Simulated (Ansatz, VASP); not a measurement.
# TiC: VASP beside Ansatz

INCAR

```
SYSTEM = TiC
PREC = Accurate ; ENCUT = 520
EDIFF = 1E-6 ; ISMEAR = -1
SIGMA = 0.03 ; LREAL = .False.
LASPH = .True. ; NELM = 60
ALGO = Normal ; ISIF = 2
LWAVE = .False. ; LCHARG = .True.
GGA = PS ; LELF = .True.
LVHAR = .True. ; NBANDS = 15
```

Contents of KPOINTS:

```
Automatic mesh
0
Gamma
  14 14 14
  0 0 0
```

The input POSCAR:

```
TiC
1.0
    0.0000000000      2.1640000000      2.1640000000
    2.1640000000      0.0000000000      2.1640000000
    2.1640000000      2.1640000000      0.0000000000
Ti C
1 1
Direct
    0.0000000000      0.0000000000      0.0000000000
    0.5000000000      0.5000000000      0.5000000000
```

Input for Ansatz:

```yaml
crystal:
  lattice:
    - [0.0, 2.164, 2.164]
    - [2.164, 0.0, 2.164]
    - [2.164, 2.164, 0.0]
  atoms:
    - { symbol: Ti, position: [0.0, 0.0, 0.0] }
    - { symbol: C, position: [0.5, 0.5, 0.5] }
kpoints:
  mp_grid: { grid: [14, 14, 14] }
  band_path:
    path:
      - [0.0, 0.0, 0.0]
      - [0.5, 0.0, 0.5]
      - [0.625, 0.25, 0.625]
      - [0.375, 0.375, 0.75]
      - [0.0, 0.0, 0.0]
      - [0.5, 0.5, 0.5]
      - [0.5, 0.25, 0.75]
      - [0.5, 0.0, 0.5]
    npoints: 14
scf:
  occupations: { method: fermi_dirac, width: 0.03 }
hamiltonian:
  xc: pbesol
  pseudopotentials: { kind: all_electron, lapw: { basis_error: 0.00025 } }
output:
  forces: true
  stress: true
  eigenvalues: true
  populations: true
  dos: { projected: true, de: 0.2, e_range: [-14, 8] }
```

Alike in both runs: task single point; functional PBEsol; k mesh 14 × 14 × 14; occupations fermi-dirac, width 0.03 eV; no spin polarisation.

```csv
,VASP,Ansatz
version,VASP 6.6.1,Ansatz 0.2.0
potentials or method,"VASP PAW PBE potentials, release 64 (Ti_sv, C), cutoff 520 eV","all-electron LAPW, scalar-relativistic"
```

|  | VASP | Ansatz | Ansatz less VASP |
| --- | --- | --- | --- |
| pressure (GPa) | -5.9 | -6.2 | -0.27 |

VASP's potentials were made for PBE, not for PBEsol. Ansatz ran all-electron here, and VASP with PAW potentials.
